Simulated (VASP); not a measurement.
# GaSb (F-43m) in VASP: notebook, part 3 of 3

VASP 6.6.1.

### 4 Relaxation of cell and atoms, PBEsol, target pressure -3 GPa, at which the enthalpy is minimised

This run uses another cell than the first one, of the same volume but with other edges.

File INCAR:

```
SYSTEM = GaSb
PREC = Accurate
ENCUT = 600
EDIFF = 1E-6
ISMEAR = -1
SIGMA = 0.15
LREAL = .FALSE.
LASPH = .TRUE.
NELM = 60
ALGO = Normal
ISIF = 3
LWAVE = .FALSE.
LCHARG = .FALSE.
GGA = PS
IBRION = 2
NSW = 80
EDIFFG = -0.001
PSTRESS = -30.0
```

File KPOINTS:

```
regular mesh
0
G
  12 12 12
  0 0 0
```

File POSCAR:

```
GaSb
1.0
    0.0000000000      3.0562701464      3.0562701464
    3.0562701464      0.0000000000      3.0562701464
    3.0562701464      3.0562701464      0.0000000000
Ga Sb
1 1
Direct
    0.0000000000      0.0000000000      0.0000000000
    0.7500000000      0.7500000000      0.7500000000
```

Potentials or basis: VASP PAW PBE potentials, release 64 (Ga_d, Sb).

Started as:

```sh
$ cat potpaw_PBE.64/Ga_d/POTCAR potpaw_PBE.64/Sb/POTCAR > POTCAR
$ mpirun -np 1 vasp_std > vasp.out
```

OUTCAR:

```text
SYSTEM = GaSb
   PREC = Accurate
   ENCUT = 600
   EDIFF = 1E-6
   ISMEAR = -1
   LREAL = .FALSE.
   LASPH = .TRUE.
   NELM = 60
   ISIF = 3
   GGA = PS
   IBRION = 2
   NSW = 80
   EDIFFG = -0.001
   PSTRESS = -30.0

 ion  position               nearest neighbor table
   1  0.000  0.000  0.000-   2 2.65   2 2.65   2 2.65   2 2.65
   2  0.750  0.750  0.750-   1 2.65   1 2.65   1 2.65   1 2.65

  LATTYP: Found a face centered cubic cell.
 ALAT       =     6.1125402928

  Lattice vectors:

 A1 = (   0.0000000000,   3.0562701464,   3.0562701464)
 A2 = (   3.0562701464,   0.0000000000,   3.0562701464)
 A3 = (   3.0562701464,   3.0562701464,   0.0000000000)

Analysis of symmetry for initial positions (statically):
=====================================================================
 Subroutine PRICEL returns:
 Original cell was already a primitive cell.

 Routine SETGRP: Setting up the symmetry group for a
 face centered cubic supercell.

 Subroutine GETGRP returns: Found 24 space group operations
 (whereof 24 operations were pure point group operations)
 out of a pool of 48 trial point group operations.

The static configuration has the point symmetry T_d .

Analysis of symmetry for dynamics (positions and initial velocities):
=====================================================================
 Subroutine PRICEL returns:
 Original cell was already a primitive cell.

 Routine SETGRP: Setting up the symmetry group for a
 face centered cubic supercell.

 Subroutine GETGRP returns: Found 24 space group operations
 (whereof 24 operations were pure point group operations)
 out of a pool of 48 trial point group operations.

The dynamic configuration has the point symmetry T_d .

 Subroutine INISYM returns: Found 24 space group operations
 (whereof 24 operations are pure point group operations),
 and found     1 'primitive' translations

----------------------------------------------------------------------------------------

                                     Primitive cell

  volume of cell :      57.0959

  direct lattice vectors                    reciprocal lattice vectors
     0.000000000  3.056270146  3.056270146    -0.163598104  0.163598104  0.163598104
     3.056270146  0.000000000  3.056270146     0.163598104 -0.163598104  0.163598104
     3.056270146  3.056270146  0.000000000     0.163598104  0.163598104 -0.163598104

  length of vectors
     4.322218691  4.322218691  4.322218691     0.283360227  0.283360227  0.283360227

  position of ions in fractional coordinates (direct lattice)
     0.000000000  0.000000000  0.000000000
     0.750000000  0.750000000  0.750000000

  ion indices of the primitive-cell ions
   primitive index   ion index
                 1           1
                 2           2

----------------------------------------------------------------------------------------

 KPOINTS: regular mesh

Automatic generation of k-mesh.
 Grid dimensions read from file:
 generate k-points for:   12   12   12

 Generating k-lattice:

  Cartesian coordinates                     Fractional coordinates (reciprocal lattice)
    -0.013633175  0.013633175  0.013633175     0.083333333  0.000000000  0.000000000
     0.013633175 -0.013633175  0.013633175     0.000000000  0.083333333  0.000000000
     0.013633175  0.013633175 -0.013633175     0.000000000  0.000000000  0.083333333

  Length of vectors
     0.023613352  0.023613352  0.023613352

  Shift w.r.t. Gamma in fractional coordinates (k-lattice)
     0.000000000  0.000000000  0.000000000

 Subroutine IBZKPT returns following result:
 ===========================================

 Found     72 irreducible k-points:

 Following reciprocal coordinates:
            Coordinates               Weight
  0.000000  0.000000  0.000000      1.000000
  0.083333  0.000000  0.000000      8.000000
  0.166667  0.000000  0.000000      8.000000
  0.250000  0.000000  0.000000      8.000000
  0.333333  0.000000  0.000000      8.000000
  0.416667  0.000000  0.000000      8.000000
[... 16 lines left out ...]
  0.500000  0.166667  0.000000     24.000000
 -0.416667  0.166667  0.000000     24.000000
 [... further k-points ...]
   k-points           NKPTS =     72   k-points in BZ     NKDIM =     72   number of bands    NBANDS=     13
   number of dos      NEDOS =    301   number of ions     NIONS =      2
   total plane-waves  NPLWV =  46656
   dimension x,y,z NGX =    36 NGY =   36 NGZ =   36
   dimension x,y,z NGXF=    72 NGYF=   72 NGZF=   72
   ions per type =               1   1
   NGX,Y,Z   is equivalent  to a cutoff of  13.85, 13.85, 13.85 a.u.
   NGXF,Y,Z  is equivalent  to a cutoff of  27.69, 27.69, 27.69 a.u.
 SYSTEM =  GaSb
   PREC   = accura    normal or accurate (medium, high low for compatibility)
   ISTART =      0    job   : 0-new  1-cont  2-samecut
   ICHARG =      2    charge: 1-file 2-atom 10-const
   ISPIN  =      1    spin polarized calculation?
   LNONCOLLINEAR =      F non collinear calculations
   LSORBIT =      F    spin-orbit coupling
   LASPH  =      T    aspherical Exc in radial PAW
   ENCUT  =  600.0 eV  44.10 Ry    6.64 a.u.   8.63  8.63  8.63*2*pi/ulx,y,z
   NELM   =     60;   NELMIN=  2; NELMDL= -5     # of ELM steps
   EDIFF  = 0.1E-05   stopping-criterion for ELM
   LREAL  =      F    real-space projection
   EDIFFG = -.1E-02   stopping-criterion for IOM
   NSW    =     80    number of steps for IOM
   IBRION =      2    ionic relax: 0-MD 1-quasi-New 2-CG
   NFREE  =      1    steps in history (QN), initial steepest desc. (CG)
   ISIF   =      3    stress and relaxation
   ISYM   =      2    0-nonsym 1-usesym 2-fastsym
   POTIM  = 0.5000    time-step for ionic-motion
   TEBEG  =    0.0;   TEEND  =   0.0 temperature during run
   PSTRESS=  -30.0 pullay stress
   NELECT =      18.0000    total number of electrons
   NUPDOWN=      -1.0000    fix difference up-down
   EMIN   =  10.00;   EMAX   =-10.00  energy-range for DOS
   EFERMI =   0.00;   METHOD = LEGACY
   ISMEAR =    -1;   SIGMA  =   0.15  broadening in eV -4-tet -1-fermi 0-gaus
   EFERMI_NEDOS =   21; number of points for ismear=-14 and -15
   IALGO  =     38    algorithm
   IMIX   =      4    mixing-type and parameters
     AMIX     =   0.40;   BMIX     =  1.00
     AMIX_MAG =   1.60;   BMIX_MAG =  1.00
  volume/ion in A,a.u.               =      28.55       192.65
  Fermi-wavevector in a.u.,A,eV,Ry     =   1.114202  2.105536 16.890899  1.241446
  Thomas-Fermi vector in A             =   2.250795
   LORBIT       =      0    0 simple, 1 ext, 2 COOP (PROOUT), +10 PAW based schemes
   GGA     = PS    functional components
   LHFCALC =     F    Hartree Fock is set to
   AEXX    =    0.0000 exact exchange contribution
   IVDW    =     0    specifies the selected vdW correction
   LEPSILON=     F    determine dielectric tensor
   LRPA    =     F    only Hartree local field effects (RPA)
 conjugate gradient relaxation of ions
 non-spin polarized calculation
  energy-cutoff  :      600.00
  volume of cell :       57.10
 maximum number of plane-waves:      1932
   NGX = 17   NGY = 17   NGZ = 17

--------------------------------------- Ionic step        1  -------------------------------------------

 number of electron      18.0000006 magnetization

 Free energy of the ion-electron system (eV)
  ---------------------------------------------------
  ext. energy  EPLUGINS =         0.00000000
  ---------------------------------------------------
  free energy    TOTEN  =        -8.15699408 eV

  energy without entropy =       -8.15038611  energy(sigma->0) =       -8.15369009

 E-fermi :   4.9501     XC(G=0):  -9.2795

 val. band max:        4.7663018605   @ k =   0.0000   0.0000   0.0000
 cond. band min:       5.1093043992   @ k =   0.5000   0.0000   0.0000
 fundamental gap:      0.3430025387
 Fermi energy:         4.9501015925

 k-point     1 :       0.0000    0.0000    0.0000
  band No.  band energies     occupation
      1     -10.2434      2.00000
      2     -10.2434      2.00000
      3     -10.2434      2.00000
      4     -10.1925      2.00000
      5     -10.1925      2.00000
      6      -6.7665      2.00000
      7       4.7557      1.57033
      8       4.7557      1.57032
      9       4.7557      1.57032
     10       4.7663      1.54600
     11       7.5143      0.00000
     12       7.5143      0.00000
     13       7.5143      0.00000
[... 477 lines left out ...]
  energy  without entropy=       -8.1062297533  energy(sigma->0) =       -8.11083439

  enthalpy is  TOTEN    =        -9.2634558406 eV   P V=       -1.1480168224

[... ionic steps 4 to 9 ...]

--------------------------------------- Ionic step       10  -------------------------------------------

 number of electron      17.9999995 magnetization

------------------------ aborting loop because EDIFF is reached ----------------------------------------
[... 71 lines left out ...]
--------------------------------------- Ionic step       12  -------------------------------------------

 number of electron      17.9999995 magnetization

 Free energy of the ion-electron system (eV)
  ---------------------------------------------------
  ext. energy  EPLUGINS =         0.00000000
  ---------------------------------------------------
  free energy    TOTEN  =        -8.11670337 eV

  energy without entropy =       -8.10754449  energy(sigma->0) =       -8.11212393

 E-fermi :   4.2139     XC(G=0):  -8.9782

 val. band max:        4.0656705564   @ k =   0.0000   0.0000   0.0000
 cond. band min:       4.2819483165   @ k =   0.5000   0.0000   0.0000
 fundamental gap:      0.2162777601
 Fermi energy:         4.2138773665

 k-point     1 :       0.0000    0.0000    0.0000
  band No.  band energies     occupation
      1     -10.8075      2.00000
      2     -10.8075      2.00000
      3     -10.8075      2.00000
      4     -10.7667      2.00000
      5     -10.7667      2.00000
      6      -6.9886      2.00000
      7       3.5935      1.96854
      8       4.0657      1.45741
      9       4.0657      1.45740
     10       4.0657      1.45740
     11       6.8393      0.00000
     12       6.8393      0.00000
     13       6.8393      0.00000
[... 401 lines left out ...]
  energy  without entropy=       -8.1075444899  energy(sigma->0) =       -8.11212393

  enthalpy is  TOTEN    =        -9.2634540122 eV   P V=       -1.1467506380

 reached required accuracy - stopping structural energy minimisation
```

CONTCAR:

```text
GaSb
   1.00000000000000
    -0.0000000000000000    3.1285476511775103    3.1285476511775103
     3.1285476511775103   -0.0000000000000000    3.1285476511775103
     3.1285476511775103    3.1285476511775103    0.0000000000000000
  Ga              Sb
     1     1
Direct
     0.0000000000000000    0.0000000000000000    0.0000000000000000
     0.7500000000000000    0.7500000000000000    0.7500000000000000

  0.00000000E+00  0.00000000E+00  0.00000000E+00
  0.00000000E+00  0.00000000E+00  0.00000000E+00
```

Run time: 6.2 min. Hardware: 1 thread of Intel Xeon 8259CL, shared host; peak memory 0.26 GiB.

Results:

| Property | Result |
| --- | --- |
| Free energy | -8.1167 eV |
| Relaxed volume | 30.62 Å³/atom |
| Relaxed cell | a = 4.424 Å, b = 4.424 Å, c = 4.424 Å, α = 60.00°, β = 60.00°, γ = 60.00° |
| Space group after relaxing (to 0.1 Å) | F-43m (No. 216) |
| Energy change on relaxing (the run minimises the enthalpy) | +20.1 meV/atom |
| Ionic steps | 12 |
| Pressure after relaxing | -3.0 GPa |
| Band gap on the k mesh | zero (filled and empty bands touch) |

Step by step:
| step | energy change (eV) | largest force (eV/Å) | pressure (GPa) | volume (Å³) |
| --- | --- | --- | --- | --- |
| 1 | 0.0000 | 0.0000 | 0.07 | 57.10 |
| 2 | 0.0500 | 0.0000 | -3.23 | 61.74 |
| 3 | 0.0416 | 0.0000 | -3.02 | 61.31 |
| 4 | 0.0399 | 0.0000 | -2.92 | 61.22 |
| 5 | 0.0400 | 0.0000 | -2.96 | 61.23 |
| 6 | 0.0401 | 0.0000 | -2.96 | 61.23 |
| 7 | 0.0401 | 0.0000 | -2.97 | 61.23 |
| 8 | 0.0401 | 0.0000 | -2.97 | 61.23 |
| 9 | 0.0401 | 0.0000 | -2.97 | 61.23 |
| 10 | 0.0401 | 0.0000 | -2.97 | 61.24 |
| 11 | 0.0402 | 0.0000 | -2.96 | 61.24 |
| 12 | 0.0403 | 0.0000 | -3.00 | 61.24 |

Final structure:
```yaml
crystal:
  lattice:
    - [0.00000, 3.12855, 3.12855]
    - [3.12855, 0.00000, 3.12855]
    - [3.12855, 3.12855, 0.00000]
  atoms:
    - { symbol: Ga, position: [0.00000, 0.00000, 0.00000] }
    - { symbol: Sb, position: [0.75000, 0.75000, 0.75000] }
```

Levels at points of the mesh, in eV from the Fermi level:
| k point | band 7 | band 8 | band 9 | band 10 | band 11 | band 12 |
| --- | --- | --- | --- | --- | --- | --- |
| (0.00, 0.00, 0.00) | -0.62 | -0.15 | -0.15 | -0.15 | 2.63 | 2.63 |
| (0.50, 0.00, 0.00) | -6.23 | -1.20 | -1.20 | 0.07 | 3.56 | 3.56 |
| (0.50, 0.50, 0.00) | -6.68 | -2.51 | -2.51 | 0.76 | 1.13 | 8.08 |

Caveat: the cell is relaxed towards a set pressure, so the run minimises the enthalpy, not the energy; semilocal functionals underestimate gaps, so a narrow gap can read as zero; the PAW data sets were made with another functional, which shifts forces and pressure a little; spin-orbit coupling is left out, which moves the levels of the heavy elements. Zero-point motion and thermal expansion aren't in these numbers.

### 5 Summary

```tsv
task	cell	k mesh	cutoff (eV)	smearing	gap on the mesh (eV)	pressure (GPa)
single point	a = 4.321, b = 10.585 Å, angles 144.7, 60.0, 90.0°, 2 atoms, atomic positions A	8 × 4 × 27	520	gaussian 0.1 eV	-	0.1
single point	a = 4.423 Å, angles 60.0°, 2 atoms, atomic positions B	12 × 12 × 12	520	fermi-dirac 0.15 eV	none	-2.9
relaxation of cell and atoms	relaxed to -3 GPa from a = 4.322 Å, angles 60.0°, 2 atoms, atomic positions B	12 × 12 × 12	600	fermi-dirac 0.15 eV	none	-3.0
```

Alike in all rows: level PBEsol; potentials or basis VASP PAW PBE potentials, release 64 (Ga_d, Sb); no spin polarisation.

Caveats: the PAW data sets were made with another functional, which shifts forces and pressure a little; spin-orbit coupling is left out, which moves the levels of the heavy elements; semilocal functionals underestimate gaps, so a narrow gap can read as zero (at least some runs); the cell is relaxed towards a set pressure, so the run minimises the enthalpy, not the energy (at least some runs).

Total energies depend on the potentials used, so only differences within one code and one set of settings carry meaning.
